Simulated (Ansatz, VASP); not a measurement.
Two plane-wave programs on SrO

```
Sr O
1.0
     1.76554   -6.08274    0.00000
     1.76554    6.08274    0.00000
     0.00000    0.00000    3.64240
Sr O
2 2
Cartesian
  1.7655 -4.3269 2.7318
  1.7655 4.3269 0.9106
  1.7655 -1.8507 2.7318
  1.7655 1.8507 0.9106
```

Alike in both runs: functional PBE; k mesh 6 × 6 × 4; occupations gaussian, width 0.1 eV; no spin polarisation.

Ansatz relaxed the structure, and its values are those at the end. VASP's run is a single point on that final structure, the one shown.

|  | VASP | Ansatz |
| --- | --- | --- |
| version | VASP 6.6.1 | Ansatz 0.2.0 |
| potentials or method | VASP PAW PBE potentials, release 64 (Sr_sv, O), cutoff 520 eV | scalar-relativistic, plane waves, PAW |
| valence electrons in the cell | 32 | 32 |

|  | VASP | Ansatz | Ansatz less VASP |
| --- | --- | --- | --- |
| gap on the k mesh at the Fermi level (eV) | 2.23 | 2.26 | +0.027 |
| least direct gap on the mesh (eV) | 2.26 | 2.28 | +0.026 |
| pressure (GPa) | 0.6 | 0.1 | -0.51 |
| rms of the force components (eV/Å) | 0.022 | 0.002 | -0.0199 |

The k mesh is coarse, so the values compare programs but aren't converged.
